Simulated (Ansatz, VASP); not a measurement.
# Two plane-wave programs on TiN

```
CELL_PARAMETERS angstrom
0.00000 2.12332 2.12332
2.12332 0.00000 2.12332
2.12332 2.12332 0.00000
ATOMIC_POSITIONS crystal
Ti 0.00000 0.00000 0.00000
N 0.50000 0.50000 0.50000
```

Alike in both runs: task relaxation of cell and atoms; functional PBE; k mesh 18 × 18 × 18; occupations fermi-dirac, width 0.15 eV; no spin polarisation.

|  | VASP | Ansatz |
| --- | --- | --- |
| version | VASP 6.6.1 | Ansatz 0.2.0 |
| potentials or method | VASP PAW PBE potentials, release 64 (Ti_sv, N), cutoff 600 eV | scalar-relativistic, plane waves, PAW |
| valence electrons in the cell | 17 | 17 |

|  | VASP | Ansatz | Ansatz less VASP |
| --- | --- | --- | --- |
| gap on the k mesh at the Fermi level, each at its own relaxed structure (eV) | none | none | - |
| relaxed volume (Å³/atom) | 9.60 | 9.59 | -0.011 |
| relaxed cell length with the largest relative difference (Å) | 3.005 | 3.004 | -0.0012 |

A gap of «none» marks a metal or a gap that the smearing closes.
